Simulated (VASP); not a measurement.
# ZnAu in VASP: notebook, part 2 of 3

VASP 6.6.1. The steps go on from the part before.

### Step 3. Single point, PBEsol (strained)

Input file INCAR:

```
PREC = Accurate
ENCUT = 520
EDIFF = 1E-6
ISMEAR = 0
SIGMA = 0.1
LREAL = False
LASPH = True
NELM = 100
ALGO = Fast
ISIF = 2
LWAVE = False
LCHARG = False
GGA = PS
NBANDS = 18
```

Input file KPOINTS:

```
Automatic mesh
0
Gamma
  14 14 14
```

Input file POSCAR:

```
ZnAu
1.0
    3.1623573600      0.0000000000      0.0000000000
    0.0000000000      3.1623573600      0.0000000000
    0.0000000000      0.0000000000      3.1623573600
Zn Au
1 1
Direct
    0.5000000000      0.5000000000      0.5000000000
    0.0000000000      0.0000000000      0.0000000000
```

Potentials or basis: VASP PAW PBE potentials, release 64 (Zn, Au).

Command:

```
$ cat potpaw_PBE.64/Zn/POTCAR potpaw_PBE.64/Au/POTCAR > POTCAR
$ mpirun -np 1 vasp_std > vasp.out
```

Wall time 58 s (1 thread of Oxide Virtual Turin-like, shared host); peak memory 0.16 GiB.

Results (log left out):

* Free energy: -5.9379 eV
* Pressure: -4.1 GPa
* Band gap on the k mesh: zero (an odd number of electrons rules out a gap without spin polarisation)

Levels at points of the mesh, in eV from the Fermi level:
```csv
k point,band 10,band 11,band 12,band 13,band 14,band 15
"(0.00, 0.00, 0.00)",-3.67,-3.67,4.96,4.96,4.96,8.66
"(0.50, 0.00, 0.00)",-4.83,-3.83,-2.34,10.41,11.04,11.04
"(0.50, 0.50, 0.00)",-3.10,-1.93,-1.93,0.79,2.44,10.32
"(0.50, 0.50, 0.50)",-3.05,1.36,3.48,3.73,3.73,3.73
```

Caveat: the cell differs from its parent crystal (strained); the cell stands under tension; the PAW data sets were made with another functional, which shifts forces and pressure a little; spin-orbit coupling is left out, which moves the levels of the heavy elements.

### Step 4. Single point, PBEsol (strained)

Input file INCAR:

```
  ALGO = Normal
  EDIFF = 1E-6
  ENCUT = 520
  GGA = PS
  ISIF = 2
  ISMEAR = 0
  LASPH = T
  LCHARG = F
  LREAL = F
  LWAVE = F
  NBANDS = 18
  NELM = 100
  PREC = Accurate
  SIGMA = 0.1
```

Input file KPOINTS:

```
k-points
0
Gamma
  14 14 14
```

Input file POSCAR:

```
ZnAu
1.0
    3.1861801500      0.0000000000      0.0000000000
    0.0000000000      3.1861801500      0.0000000000
    0.0000000000      0.0000000000      3.1861801500
Zn Au
1 1
Direct
    0.5000000000      0.5000000000      0.5000000000
    0.0000000000      0.0000000000      0.0000000000
```

Potentials or basis: VASP PAW PBE potentials, release 64 (Zn, Au).

Command:

```
$ cat potpaw_PBE.64/Zn/POTCAR potpaw_PBE.64/Au/POTCAR > POTCAR
$ mpirun -np 1 vasp_std > vasp.out
```

OUTCAR:

```text
EDIFF = 1E-6
   ENCUT = 520
   GGA = PS
   ISIF = 2
   ISMEAR = 0
   LASPH = T
   LREAL = F
   NELM = 100
   PREC = Accurate

 ion  position               nearest neighbor table
   1  0.500  0.500  0.500-   2 2.76   2 2.76   2 2.76   2 2.76   2 2.76   2 2.76   2 2.76   2 2.76

   2  0.000  0.000  0.000-   1 2.76   1 2.76   1 2.76   1 2.76   1 2.76   1 2.76   1 2.76   1 2.76

  LATTYP: Found a simple cubic cell.
 ALAT       =     3.1861801500

  Lattice vectors:

 A1 = (   3.1861801500,   0.0000000000,   0.0000000000)
 A2 = (   0.0000000000,   3.1861801500,   0.0000000000)
 A3 = (   0.0000000000,   0.0000000000,   3.1861801500)

Analysis of symmetry for initial positions (statically):
=====================================================================
 Subroutine PRICEL returns:
 Original cell was already a primitive cell.

 Routine SETGRP: Setting up the symmetry group for a
 simple cubic supercell.

 Subroutine GETGRP returns: Found 48 space group operations
 (whereof 48 operations were pure point group operations)
 out of a pool of 48 trial point group operations.

The static configuration has the point symmetry O_h .

Analysis of symmetry for dynamics (positions and initial velocities):
=====================================================================
 Subroutine PRICEL returns:
 Original cell was already a primitive cell.

 Routine SETGRP: Setting up the symmetry group for a
 simple cubic supercell.

 Subroutine GETGRP returns: Found 48 space group operations
 (whereof 48 operations were pure point group operations)
 out of a pool of 48 trial point group operations.

The dynamic configuration has the point symmetry O_h .

 Subroutine INISYM returns: Found 48 space group operations
 (whereof 48 operations are pure point group operations),
 and found     1 'primitive' translations

----------------------------------------------------------------------------------------

                                     Primitive cell

  volume of cell :      32.3453

  direct lattice vectors                    reciprocal lattice vectors
     3.186180150  0.000000000  0.000000000     0.313855449  0.000000000  0.000000000
     0.000000000  3.186180150  0.000000000     0.000000000  0.313855449  0.000000000
     0.000000000  0.000000000  3.186180150     0.000000000  0.000000000  0.313855449

  length of vectors
     3.186180150  3.186180150  3.186180150     0.313855449  0.313855449  0.313855449

  position of ions in fractional coordinates (direct lattice)
     0.500000000  0.500000000  0.500000000
     0.000000000  0.000000000  0.000000000

  ion indices of the primitive-cell ions
   primitive index   ion index
                 1           1
                 2           2

----------------------------------------------------------------------------------------

 KPOINTS: k-points

Automatic generation of k-mesh.
 Grid dimensions read from file:
 generate k-points for:   14   14   14

 Generating k-lattice:

  Cartesian coordinates                     Fractional coordinates (reciprocal lattice)
     0.022418246  0.000000000  0.000000000     0.071428571  0.000000000  0.000000000
     0.000000000  0.022418246  0.000000000     0.000000000  0.071428571  0.000000000
     0.000000000  0.000000000  0.022418246     0.000000000  0.000000000  0.071428571

  Length of vectors
     0.022418246  0.022418246  0.022418246

  Shift w.r.t. Gamma in fractional coordinates (k-lattice)
     0.000000000  0.000000000  0.000000000

 Subroutine IBZKPT returns following result:
 ===========================================

 Found    120 irreducible k-points:

 Following reciprocal coordinates:
            Coordinates               Weight
  0.000000  0.000000  0.000000      1.000000
  0.071429  0.000000  0.000000      6.000000
  0.142857  0.000000  0.000000      6.000000
  0.214286  0.000000  0.000000      6.000000
  0.285714  0.000000  0.000000      6.000000
  0.357143  0.000000  0.000000      6.000000
[... 16 lines left out ...]
  0.285714  0.214286  0.000000     24.000000
  0.357143  0.214286  0.000000     24.000000
 [... further k-points ...]
   k-points           NKPTS =    120   k-points in BZ     NKDIM =    120   number of bands    NBANDS=     18
   number of dos      NEDOS =    301   number of ions     NIONS =      2
   total plane-waves  NPLWV =  13824
   dimension x,y,z NGX =    24 NGY =   24 NGZ =   24
   dimension x,y,z NGXF=    48 NGYF=   48 NGZF=   48
   ions per type =               1   1
   NGX,Y,Z   is equivalent  to a cutoff of  12.52, 12.52, 12.52 a.u.
   NGXF,Y,Z  is equivalent  to a cutoff of  25.05, 25.05, 25.05 a.u.
 SYSTEM =  unknown system
   PREC   = accura    normal or accurate (medium, high low for compatibility)
   ISTART =      0    job   : 0-new  1-cont  2-samecut
   ICHARG =      2    charge: 1-file 2-atom 10-const
   ISPIN  =      1    spin polarized calculation?
   LNONCOLLINEAR =      F non collinear calculations
   LSORBIT =      F    spin-orbit coupling
   LASPH  =      T    aspherical Exc in radial PAW
   ENCUT  =  520.0 eV  38.22 Ry    6.18 a.u.   5.92  5.92  5.92*2*pi/ulx,y,z
   NELM   =    100;   NELMIN=  2; NELMDL= -5     # of ELM steps
   EDIFF  = 0.1E-05   stopping-criterion for ELM
   LREAL  =      F    real-space projection
   EDIFFG = 0.1E-04   stopping-criterion for IOM
   NSW    =      0    number of steps for IOM
   IBRION =     -1    ionic relax: 0-MD 1-quasi-New 2-CG
   NFREE  =      0    steps in history (QN), initial steepest desc. (CG)
   ISIF   =      2    stress and relaxation
   ISYM   =      2    0-nonsym 1-usesym 2-fastsym
   POTIM  = 0.5000    time-step for ionic-motion
   TEBEG  =    0.0;   TEEND  =   0.0 temperature during run
   PSTRESS=    0.0 pullay stress
   NELECT =      23.0000    total number of electrons
   NUPDOWN=      -1.0000    fix difference up-down
   EMIN   =  10.00;   EMAX   =-10.00  energy-range for DOS
   EFERMI =   0.00;   METHOD = LEGACY
   ISMEAR =     0;   SIGMA  =   0.10  broadening in eV -4-tet -1-fermi 0-gaus
   EFERMI_NEDOS =   21; number of points for ismear=-14 and -15
   IALGO  =     38    algorithm
   IMIX   =      4    mixing-type and parameters
     AMIX     =   0.40;   BMIX     =  1.00
     AMIX_MAG =   1.60;   BMIX_MAG =  1.00
  volume/ion in A,a.u.               =      16.17       109.14
  Fermi-wavevector in a.u.,A,eV,Ry     =   1.461214  2.761294 29.050424  2.135146
  Thomas-Fermi vector in A             =   2.577572
   LORBIT       =      0    0 simple, 1 ext, 2 COOP (PROOUT), +10 PAW based schemes
   GGA     = PS    functional components
   LHFCALC =     F    Hartree Fock is set to
   AEXX    =    0.0000 exact exchange contribution
   IVDW    =     0    specifies the selected vdW correction
   LEPSILON=     F    determine dielectric tensor
   LRPA    =     F    only Hartree local field effects (RPA)
 non-spin polarized calculation
 Gauss-broadening in eV      SIGMA  =   0.10
  energy-cutoff  :      520.00
  volume of cell :       32.35
 maximum number of plane-waves:       912
 NGX is ok and might be reduce to    24
   NGX = 11   NGY = 11   NGZ = 11

 number of electron      23.0000040 magnetization

 Free energy of the ion-electron system (eV)
  ---------------------------------------------------
  ext. energy  EPLUGINS =         0.00000000
  ---------------------------------------------------
  free energy    TOTEN  =        -5.91409384 eV

  energy without entropy =       -5.91040079  energy(sigma->0) =       -5.91224732

 E-fermi :   6.4289     XC(G=0): -12.3248

 val. band max:        6.4150678322   @ k =   0.3571   0.2857   0.0714
 cond. band min:       6.4355637296   @ k =   0.3571   0.3571   0.0714
 fundamental gap:      0.0204958974
 Fermi energy:         6.4288903290

 k-point     1 :       0.0000    0.0000    0.0000
  band No.  band energies     occupation
      1      -3.8569      2.00000
      2      -1.4592      2.00000
      3      -1.4592      2.00000
      4      -0.8418      2.00000
      5      -0.8418      2.00000
      6      -0.8418      2.00000
[... 10 lines left out ...]
     17      18.3213      0.00000
     18      24.6128      0.00000

 k-point     2 :       0.0714    0.0000    0.0000
  band No.  band energies     occupation
      1      -3.7688      2.00000
      2      -1.4414      2.00000
      3      -1.4347      2.00000
      4      -0.8430      2.00000
      5      -0.8430      2.00000
      6      -0.8350      2.00000
[... 10 lines left out ...]
     17      18.7325      0.00000
     18      24.4929      0.00000
[... 442 lines left out ...]
 k-point    24 :       0.3571    0.2143    0.0000
  band No.  band energies     occupation
      1      -1.6592      2.00000
      2      -1.2054      2.00000
      3      -0.9850      2.00000
      4      -0.9141      2.00000
      5      -0.8281      2.00000
      6      -0.4497      2.00000
[... 10 lines left out ...]
     17      20.4015      0.00000
     18      20.8666      0.00000

 [... further k-points ...]
[... 5 lines left out ...]
  --------------------------------------------------------------------------------------
  -------------------------------------------------------------------------------------
  Total       -1.3426542     -1.3426542     -1.3426542     -0.0000000     -0.0000000      0.0000000
  in kB      -66.5064499    -66.5064499    -66.5064499     -0.0000000     -0.0000000      0.0000000
  external PRESSURE =     -66.5064499 kB  Pullay stress =       0.0000000 kB

 VOLUME and BASIS-vectors are now :
 -----------------------------------------------------------------------------
  energy-cutoff  :      520.00
  volume of cell :       32.35
      direct lattice vectors                 reciprocal lattice vectors
     3.186180150  0.000000000  0.000000000     0.313855449  0.000000000  0.000000000
     0.000000000  3.186180150  0.000000000     0.000000000  0.313855449  0.000000000
     0.000000000  0.000000000  3.186180150     0.000000000  0.000000000  0.313855449

 POSITION                                       TOTAL-FORCE (eV/Angst)
 -----------------------------------------------------------------------------------
      1.59309      1.59309      1.59309         0.000000      0.000000      0.000000
      0.00000      0.00000      0.00000         0.000000      0.000000      0.000000
 -----------------------------------------------------------------------------------
    total drift:                                0.000000      0.000000     -0.000000

  FREE ENERGIE OF THE ION-ELECTRON SYSTEM (eV)
  ---------------------------------------------------
  free  energy   TOTEN  =        -5.9140938426 eV

  energy  without entropy=       -5.9104007878  energy(sigma->0) =       -5.91224732
```

OSZICAR:

```text
N       E                     dE             d eps       ncg     rms          rms(c)
DAV:   1     0.127592885595E+03    0.12759E+03   -0.11501E+04  4464   0.163E+03
DAV:   2    -0.110959448429E+01   -0.12870E+03   -0.12266E+03  4424   0.309E+02
DAV:   3    -0.642062846829E+01   -0.53110E+01   -0.52628E+01  4826   0.675E+01
DAV:   4    -0.646681845411E+01   -0.46190E-01   -0.46169E-01  4710   0.556E+00
DAV:   5    -0.646731782737E+01   -0.49937E-03   -0.49937E-03  4626   0.624E-01    0.791E+00
DAV:   6    -0.595032528361E+01    0.51699E+00   -0.15578E+00  4616   0.144E+01    0.497E+00
DAV:   7    -0.592405277364E+01    0.26273E-01   -0.31580E-02  5948   0.319E+00    0.273E+00
DAV:   8    -0.591407505977E+01    0.99777E-02   -0.88981E-03  4682   0.100E+00    0.145E-01
DAV:   9    -0.591409102924E+01   -0.15969E-04   -0.39578E-04  5232   0.248E-01    0.714E-02
DAV:  10    -0.591409370753E+01   -0.26783E-05   -0.34544E-05  4960   0.623E-02    0.172E-02
DAV:  11    -0.591409384262E+01   -0.13508E-06   -0.39417E-06  4524   0.286E-02
   1 F= -.59140938E+01 E0= -.59122473E+01  d E =-.369305E-02
```

Run time: 35 s. Hardware: 1 thread of Oxide Virtual Turin-like, shared host; peak memory 0.16 GiB.

What came out:

| Property | Result |
| --- | --- |
| Free energy | -5.9141 eV |
| Pressure | -6.7 GPa |
| Band gap on the k mesh | zero (an odd number of electrons rules out a gap without spin polarisation) |

Caveat: the cell differs from its parent crystal (strained); the cell stands under tension; the PAW data sets were made with another functional, which shifts forces and pressure a little; spin-orbit coupling is left out, which moves the levels of the heavy elements.

(Continued in part 3 of 3.)

The gap in the log of VASP goes by the Fermi energy; the results here count the filled bands.